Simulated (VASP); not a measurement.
VSi16 (a cell with a defect): single point with PBEsol

Crystal: VSi16 (a cell with a defect).

```
Si V
1.0
     0.00000    5.43279    5.43279
     5.43279    0.00000    5.43279
     5.43279    5.43279    0.00000
Si V
16 1
Cartesian
  10.7999 5.4133 5.4059
  5.4421 5.4632 5.4228
  1.3723 1.3951 1.3140
  6.7569 6.8405 6.8005
  8.0990 2.6859 5.4335
  2.7583 2.7246 5.4203
  4.1160 4.0673 1.3524
  4.0752 4.0332 6.7810
  8.1135 5.4305 2.7331
  2.7758 5.3703 2.6679
  4.0673 1.3807 4.1069
  4.1647 6.7434 4.1177
  0.0311 2.6856 2.6987
  5.4673 2.7423 2.7313
  1.3761 4.0804 4.0442
  6.8037 4.1367 4.0781
  3.4139 3.3976 3.3731
```

* Program: VASP 6.6.1
* Task: single point
* Functional: PBEsol
* Potentials or basis: VASP PAW PBE potentials, release 64 (Si, V_sv)
* Cutoff: 520 eV
* k mesh: 2 × 2 × 2, shifted
* Occupations: fermi-dirac, width 0.05 eV
* Spin: no spin polarisation

The largest force is 4.093 eV/Å.

Forces on the atoms (eV/Å):
```
Si   1.174  0.411  0.197
Si   0.284 -0.856  1.036
Si  -0.599 -1.154  0.462
Si   0.670 -0.609 -0.215
Si   1.014  0.451 -0.755
Si  -1.192 -0.502  2.580
Si   0.164 -0.222 -2.778
Si   0.347  0.834  0.450
Si   0.574  0.369 -0.851
Si  -0.960  3.949 -0.487
Si   0.417 -2.579 -0.133
Si  -1.172  0.845 -0.750
Si  -0.266  0.052  0.039
Si   2.075 -0.364 -0.128
Si  -2.505  0.380  0.659
Si  -0.094 -0.459  0.467
V    0.069 -0.546  0.207
```

Levels at points of the mesh, in eV from the Fermi level:
```
           k point  band 34  band 35  band 36  band 37  band 38  band 39  band 40  band 41  band 42  band 43
(0.25, 0.25, 0.25)    -1.81    -0.94    -0.77    -0.20    -0.15     0.11     0.29     0.39     0.59     1.24
```

It took 8 min on 1 thread of AMD EPYC 7R43 64-Core Processor (Zen 3), on a shared host, peak memory 0.5 GiB.

Caveat: the k points lie up to 0.50 Å⁻¹ apart; the cell carries a net charge on a neutralising background, which shifts energy and pressure; the cell is charged against a uniform background, so pressure and absolute levels hang on convention; the PAW data sets were made with another functional, which shifts forces and pressure a little.
